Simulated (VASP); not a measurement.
# WC (Qusongite) (P-6m2) in VASP: further runs

Runs on WC (Qusongite). Level: PBE. Tasks: single point.

All numbers are computed with VASP 6.6.1; they aren't measurements. Logs are shortened: lines on timing, memory, paths and dates and some standing lists are left out, and cuts for length are marked.

## 1. The cell of the first run

Symmetry: P-6m2, No. 187, hexagonal system. The conventional cell has a = 2.790 Å, b = 2.790 Å, c = 2.837 Å, α = 90.00°, β = 90.00°, γ = 120.00°. W (site symmetry -6m2) has 6 C at 2.15 Å and 6 W at 2.79 Å within 2.8 Å. Within 2.8 Å of C (site symmetry -6m2) lie 6 W at 2.15 Å and 6 C at 2.79 Å.

## 2. Single point, PBE

Contents of INCAR:

```
  PREC = Accurate
  ENCUT = 520
  EDIFF = 1E-6
  ISMEAR = -1
  SIGMA = 0.05
  LREAL = False
  LASPH = True
  NELM = 100
  ALGO = Normal
  ISIF = 2
  LWAVE = False
  LCHARG = False
  GGA = PE
  NBANDS = 16
```

Contents of KPOINTS:

```
regular mesh
0
Gamma
  9 9 8
```

Contents of POSCAR:

```
WC
1.0
    2.7902400000      0.0000000000      0.0000000000
   -1.3951200000      2.4164187227      0.0000000000
    0.0000000000      0.0000000000      2.8366000000
W C
1 1
Direct
    0.0000000000      0.0000000000      0.0000000000
    0.6666666667      0.3333333333      0.5000000000
```

Potentials or basis: VASP PAW PBE potentials, release 64 (W_sv, C).

Launch:

```bash
$ cat potpaw_PBE.64/W_sv/POTCAR potpaw_PBE.64/C/POTCAR > POTCAR
$ mpirun -np 1 vasp_std > vasp.out
```

OUTCAR:

```text
PREC = Accurate
   ENCUT = 520
   EDIFF = 1E-6
   ISMEAR = -1
   LREAL = False
   LASPH = True
   NELM = 100
   ISIF = 2
   GGA = PE

 ion  position               nearest neighbor table
   1  0.000  0.000  0.000-   2 2.15   2 2.15   2 2.15   2 2.15   2 2.15   2 2.15
   2  0.667  0.333  0.500-   1 2.15   1 2.15   1 2.15   1 2.15   1 2.15   1 2.15

  LATTYP: Found a hexagonal cell.
 ALAT       =     2.7902400000
 C/A-ratio  =     1.0166150582

  Lattice vectors:

 A1 = (   2.7902400000,   0.0000000000,   0.0000000000)
 A2 = (  -1.3951200000,   2.4164187227,   0.0000000000)
 A3 = (   0.0000000000,   0.0000000000,   2.8366000000)

Analysis of symmetry for initial positions (statically):
=====================================================================
 Subroutine PRICEL returns:
 Original cell was already a primitive cell.

 Routine SETGRP: Setting up the symmetry group for a
 hexagonal supercell.

 Subroutine GETGRP returns: Found 12 space group operations
 (whereof 12 operations were pure point group operations)
 out of a pool of 24 trial point group operations.

The static configuration has the point symmetry D_3h.

Analysis of symmetry for dynamics (positions and initial velocities):
=====================================================================
 Subroutine PRICEL returns:
 Original cell was already a primitive cell.

 Routine SETGRP: Setting up the symmetry group for a
 hexagonal supercell.

 Subroutine GETGRP returns: Found 12 space group operations
 (whereof 12 operations were pure point group operations)
 out of a pool of 24 trial point group operations.

The dynamic configuration has the point symmetry D_3h.

 Subroutine INISYM returns: Found 12 space group operations
 (whereof 12 operations are pure point group operations),
 and found     1 'primitive' translations

----------------------------------------------------------------------------------------

                                     Primitive cell

  volume of cell :      19.1255

  direct lattice vectors                    reciprocal lattice vectors
     2.790240000  0.000000000  0.000000000     0.358392110  0.206917781  0.000000000
    -1.395120000  2.416418723  0.000000000     0.000000000  0.413835562  0.000000000
     0.000000000  0.000000000  2.836600000     0.000000000  0.000000000  0.352534725

  length of vectors
     2.790240000  2.790240000  2.836600000     0.413835562  0.413835562  0.352534725

  position of ions in fractional coordinates (direct lattice)
     0.000000000  0.000000000  0.000000000
     0.666666667  0.333333333  0.500000000

  ion indices of the primitive-cell ions
   primitive index   ion index
                 1           1
                 2           2

----------------------------------------------------------------------------------------

 KPOINTS: regular mesh

Automatic generation of k-mesh.
 Grid dimensions read from file:
 generate k-points for:    9    9    8

 Generating k-lattice:

  Cartesian coordinates                     Fractional coordinates (reciprocal lattice)
     0.039821346  0.022990865  0.000000000     0.111111111  0.000000000  0.000000000
     0.000000000  0.045981729  0.000000000     0.000000000  0.111111111  0.000000000
     0.000000000  0.000000000  0.044066841     0.000000000  0.000000000  0.125000000

  Length of vectors
     0.045981729  0.045981729  0.044066841

  Shift w.r.t. Gamma in fractional coordinates (k-lattice)
     0.000000000  0.000000000  0.000000000

 Subroutine IBZKPT returns following result:
 ===========================================

 Found     60 irreducible k-points:

 Following reciprocal coordinates:
            Coordinates               Weight
  0.000000  0.000000  0.000000      1.000000
  0.111111  0.000000  0.000000      6.000000
  0.222222  0.000000  0.000000      6.000000
  0.333333 -0.000000  0.000000      6.000000
  0.444444  0.000000  0.000000      6.000000
  0.111111  0.111111  0.000000      6.000000
[... 16 lines left out ...]
  0.333333  0.222222  0.125000     24.000000
  0.333333  0.333333  0.125000      4.000000
 [... further k-points ...]
   k-points           NKPTS =     60   k-points in BZ     NKDIM =     60   number of bands    NBANDS=     16
   number of dos      NEDOS =    301   number of ions     NIONS =      2
   total plane-waves  NPLWV =  13824
   dimension x,y,z NGX =    24 NGY =   24 NGZ =   24
   dimension x,y,z NGXF=    48 NGYF=   48 NGZF=   48
   ions per type =               1   1
   NGX,Y,Z   is equivalent  to a cutoff of  14.30, 14.30, 14.07 a.u.
   NGXF,Y,Z  is equivalent  to a cutoff of  28.60, 28.60, 28.13 a.u.
 SYSTEM =  unknown system
   PREC   = accura    normal or accurate (medium, high low for compatibility)
   ISTART =      0    job   : 0-new  1-cont  2-samecut
   ICHARG =      2    charge: 1-file 2-atom 10-const
   ISPIN  =      1    spin polarized calculation?
   LNONCOLLINEAR =      F non collinear calculations
   LSORBIT =      F    spin-orbit coupling
   LASPH  =      T    aspherical Exc in radial PAW
   ENCUT  =  520.0 eV  38.22 Ry    6.18 a.u.   5.19  5.19  5.27*2*pi/ulx,y,z
   NELM   =    100;   NELMIN=  2; NELMDL= -5     # of ELM steps
   EDIFF  = 0.1E-05   stopping-criterion for ELM
   LREAL  =      F    real-space projection
   EDIFFG = 0.1E-04   stopping-criterion for IOM
   NSW    =      0    number of steps for IOM
   IBRION =     -1    ionic relax: 0-MD 1-quasi-New 2-CG
   NFREE  =      0    steps in history (QN), initial steepest desc. (CG)
   ISIF   =      2    stress and relaxation
   ISYM   =      2    0-nonsym 1-usesym 2-fastsym
   POTIM  = 0.5000    time-step for ionic-motion
   TEBEG  =    0.0;   TEEND  =   0.0 temperature during run
   PSTRESS=    0.0 pullay stress
   NELECT =      18.0000    total number of electrons
   NUPDOWN=      -1.0000    fix difference up-down
   EMIN   =  10.00;   EMAX   =-10.00  energy-range for DOS
[... 5 lines left out ...]
     AMIX     =   0.40;   BMIX     =  1.00
     AMIX_MAG =   1.60;   BMIX_MAG =  1.00
  volume/ion in A,a.u.               =       9.56        64.53
  Fermi-wavevector in a.u.,A,eV,Ry     =   1.604335  3.031753 35.019909  2.573891
  Thomas-Fermi vector in A             =   2.700856
   LORBIT       =      0    0 simple, 1 ext, 2 COOP (PROOUT), +10 PAW based schemes
   GGA     = PE    functional components
   LHFCALC =     F    Hartree Fock is set to
   AEXX    =    0.0000 exact exchange contribution
   IVDW    =     0    specifies the selected vdW correction
   LEPSILON=     F    determine dielectric tensor
   LRPA    =     F    only Hartree local field effects (RPA)
 non-spin polarized calculation
  energy-cutoff  :      520.00
  volume of cell :       19.13
 maximum number of plane-waves:       533
 NGX is ok and might be reduce to    24
   NGX = 11   NGY = 11   NGZ = 11

 number of electron      18.0000000 magnetization

 Free energy of the ion-electron system (eV)
  ---------------------------------------------------
  ext. energy  EPLUGINS =         0.00000000
  ---------------------------------------------------
  free energy    TOTEN  =       -22.14167929 eV

  energy without entropy =      -22.13931674  energy(sigma->0) =      -22.14049801

 E-fermi :  12.3215     XC(G=0): -14.2697

 val. band max:       12.2198187463   @ k =   0.1111   0.0000   0.3750
 cond. band min:      12.3761586904   @ k =   0.4444   0.0000   0.5000
 fundamental gap:      0.1563399441
 Fermi energy:        12.3214918623

 k-point     1 :       0.0000    0.0000    0.0000
  band No.  band energies     occupation
      1     -61.5542      2.00000
      2     -25.6413      2.00000
      3     -25.3185      2.00000
      4     -25.3185      2.00000
      5      -2.7928      2.00000
      6       7.4037      2.00000
[... 8 lines left out ...]
     15      27.2762      0.00000
     16      30.0686      0.00000

 k-point     2 :       0.1111    0.0000    0.0000
  band No.  band energies     occupation
      1     -61.5425      2.00000
      2     -25.6207      2.00000
      3     -25.4701      2.00000
      4     -25.3521      2.00000
      5      -2.4271      2.00000
      6       7.5665      2.00000
[... 8 lines left out ...]
     15      26.7180      0.00000
     16      30.8291      0.00000

 k-point     3 :       0.2222    0.0000    0.0000
  band No.  band energies     occupation
      1     -61.5128      2.00000
      2     -25.8405      2.00000
      3     -25.5680      2.00000
      4     -25.4362      2.00000
      5      -1.4547      2.00000
      6       6.7860      2.00000
[... 8 lines left out ...]
     15      26.7560      0.00000
     16      30.8292      0.00000

 k-point     4 :       0.3333   -0.0000    0.0000
  band No.  band energies     occupation
      1     -61.4788      2.00000
      2     -26.2408      2.00000
      3     -25.5303      2.00000
      4     -25.5075      2.00000
      5      -0.2024      2.00000
      6       5.6877      2.00000
[... 8 lines left out ...]
     15      28.3640      0.00000
     16      30.4633      0.00000

 k-point     5 :       0.4444    0.0000    0.0000
  band No.  band energies     occupation
      1     -61.4565      2.00000
      2     -26.4914      2.00000
      3     -25.5908      2.00000
      4     -25.4677      2.00000
      5       0.7936      2.00000
      6       5.0254      2.00000
[... 8 lines left out ...]
     15      26.5528      0.00000
     16      31.6502      0.00000

 k-point     6 :       0.1111    0.1111    0.0000
  band No.  band energies     occupation
      1     -61.5217      2.00000
      2     -25.7170      2.00000
      3     -25.5840      2.00000
      4     -25.4249      2.00000
      5      -1.7546      2.00000
      6       7.1466      2.00000
[... 8 lines left out ...]
     15      26.5784      0.00000
     16      30.9169      0.00000

 k-point     7 :       0.2222    0.1111    0.0000
  band No.  band energies     occupation
      1     -61.4898      2.00000
      2     -26.0702      2.00000
      3     -25.5458      2.00000
      4     -25.5274      2.00000
      5      -0.6156      2.00000
      6       6.1303      2.00000
[... 8 lines left out ...]
     15      27.6541      0.00000
     16      30.8020      0.00000

 k-point     8 :       0.3333    0.1111    0.0000
  band No.  band energies     occupation
      1     -61.4617      2.00000
      2     -26.3669      2.00000
      3     -25.6517      2.00000
      4     -25.4771      2.00000
      5       0.5911      2.00000
      6       5.3214      2.00000
[... 8 lines left out ...]
     15      28.1145      0.00000
     16      30.5617      0.00000

 k-point     9 :       0.4444    0.1111    0.0000
  band No.  band energies     occupation
      1     -61.4505      2.00000
      2     -26.4811      2.00000
      3     -25.6931      2.00000
      4     -25.4571      2.00000
      5       1.1746      2.00000
      6       5.0065      2.00000
[... 8 lines left out ...]
     15      26.8363      0.00000
     16      31.6026      0.00000
[... 172 lines left out ...]
 k-point    19 :       0.2222    0.1111    0.1250
  band No.  band energies     occupation
      1     -61.4838      2.00000
      2     -26.0554      2.00000
      3     -25.6406      2.00000
      4     -25.5341      2.00000
      5      -0.3703      2.00000
      6       6.2665      2.00000
[... 8 lines left out ...]
     15      26.8890      0.00000
     16      30.8672      0.00000

 k-point    20 :       0.3333    0.1111    0.1250
  band No.  band energies     occupation
      1     -61.4557      2.00000
      2     -26.3498      2.00000
      3     -25.6393      2.00000
      4     -25.5868      2.00000
      5       0.7055      2.00000
      6       5.2724      2.00000
[... 8 lines left out ...]
     15      27.3205      0.00000
     16      30.4548      0.00000

 k-point    21 :       0.4444    0.1111    0.1250
  band No.  band energies     occupation
      1     -61.4446      2.00000
      2     -26.4632      2.00000
      3     -25.6803      2.00000
      4     -25.5655      2.00000
      5       1.2202      2.00000
      6       4.8322      2.00000
[... 8 lines left out ...]
     15      26.7045      0.00000
     16      31.3067      0.00000

 k-point    22 :       0.2222    0.2222    0.1250
  band No.  band energies     occupation
      1     -61.4577      2.00000
      2     -26.2426      2.00000
      3     -25.7260      2.00000
      4     -25.5909      2.00000
      5       0.6515      2.00000
      6       5.8066      2.00000
[... 8 lines left out ...]
     15      27.6261      0.00000
     16      30.0803      0.00000

 k-point    23 :       0.3333    0.2222    0.1250
  band No.  band energies     occupation
      1     -61.4407      2.00000
      2     -26.3304      2.00000
      3     -25.8834      2.00000
      4     -25.5581      2.00000
      5       1.4649      2.00000
      6       5.4823      2.00000
[... 8 lines left out ...]
     15      27.5401      0.00000
     16      30.5615      0.00000

 k-point    24 :       0.3333    0.3333    0.1250
  band No.  band energies     occupation
      1     -61.4348      2.00000
      2     -26.1901      2.00000
      3     -26.1144      2.00000
      4     -25.5467      2.00000
      5       1.8000      2.00000
      6       5.9756      2.00000
[... 8 lines left out ...]
     15      28.8328      0.00000
     16      29.3639      0.00000

 [... further k-points ...]
[... 5 lines left out ...]
  --------------------------------------------------------------------------------------
  -------------------------------------------------------------------------------------
  Total        6.6558375      6.6558375      3.0181003      0.0000000     -0.0000000      0.0000000
  in kB      557.5726232    557.5726232    252.8322057      0.0000000     -0.0000000      0.0000000
  external PRESSURE =     455.9924841 kB  Pullay stress =       0.0000000 kB

 VOLUME and BASIS-vectors are now :
 -----------------------------------------------------------------------------
  energy-cutoff  :      520.00
  volume of cell :       19.13
      direct lattice vectors                 reciprocal lattice vectors
     2.790240000  0.000000000  0.000000000     0.358392110  0.206917781  0.000000000
    -1.395120000  2.416418723  0.000000000     0.000000000  0.413835562  0.000000000
     0.000000000  0.000000000  2.836600000     0.000000000  0.000000000  0.352534725

 POSITION                                       TOTAL-FORCE (eV/Angst)
 -----------------------------------------------------------------------------------
      0.00000      0.00000      0.00000        -0.000000      0.000000      0.000000
      1.39512      0.80547      1.41830         0.000000     -0.000000      0.000000
 -----------------------------------------------------------------------------------
    total drift:                               -0.000000      0.000000      0.000000

  FREE ENERGIE OF THE ION-ELECTRON SYSTEM (eV)
  ---------------------------------------------------
  free  energy   TOTEN  =       -22.1416792881 eV

  energy  without entropy=      -22.1393167400  energy(sigma->0) =      -22.14049801
```

Run time: 7.7 s. Hardware: 1 thread of Intel Xeon Platinum 8488C (Sapphire Rapids), shared host; peak memory 0.15 GiB.

What came out:

| Item | Value |
| --- | --- |
| Free energy | -22.1417 eV |
| Pressure | 45.6 GPa |
| Band gap on the k mesh | zero (band 9 reaches 12.93 eV, above the bottom of band 10 at 11.57 eV) |

Caveat: spin-orbit coupling is left out, which moves the levels of the heavy elements.

[end of part 1 of 2]
